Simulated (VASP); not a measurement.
**Ba2TeS: single point with HSE06**

The system is Ba2TeS.

```
S Ba Te
1.0
     4.79268    0.00000    0.00000
     0.00000    4.79268    0.00000
     0.00000    0.00000    6.78397
S Ba Te
1 2 1
Direct
  0.00000 0.00000 0.00000
  0.00000 0.00000 0.50000
  0.50000 0.50000 0.00000
  0.50000 0.50000 0.50000
```

```yaml
Program: VASP 6.6.1
Task: single point
Functional: HSE06
Potentials_or_basis: VASP PAW PBE potentials, release 64 (S, Ba_sv, Te)
Cutoff: 520 eV
k_mesh: 4 × 4 × 2
Occupations: gaussian, width 0.01 eV
Spin: no spin polarisation
```

| Property | Result |
| --- | --- |
| Pressure | 0.2 GPa |
| Band gap on the k mesh | 2.47 eV |

Stress tensor (GPa, compression positive):
```
0.03 0.00 0.00
0.00 0.03 0.00
0.00 0.00 0.69
```

Levels at points of the mesh, in eV from the valence-band top:
```
           k point  band 12  band 13  band 14  band 15  band 16  band 17  band 18  band 19  band 20  band 21
(0.00, 0.00, 0.00)    -0.39    -0.39    -0.07     0.00     0.00     2.47     3.79     4.19     4.19     4.29
(0.50, 0.00, 0.00)    -1.57    -1.19    -0.98    -0.74    -0.70     4.56     5.30     5.43     5.49     5.57
(0.50, 0.50, 0.00)    -1.03    -0.43    -0.37    -0.37    -0.30     2.54     2.54     5.66     5.72     6.19
(0.00, 0.00, 0.50)    -1.31    -0.38    -0.38    -0.20    -0.20     2.82     3.58     4.73     5.04     5.06
(0.50, 0.00, 0.50)    -2.17    -1.28    -1.15    -1.09    -1.04     5.31     5.65     5.85     6.02     6.26
(0.50, 0.50, 0.50)    -1.13    -0.91    -0.91    -0.80    -0.80     4.35     4.35     4.99     4.99     6.22
```

Run time: 28 min on 1 thread of AMD EPYC 9R45 96-Core Processor (Zen 5), on a shared host, peak memory 0.38 GiB.

Caveat: the k points lie up to 0.46 Å⁻¹ apart; the PAW data sets were made with another functional, which shifts forces and pressure a little; spin-orbit coupling is left out, which moves the levels of the heavy elements. A k mesh can miss the band edges.
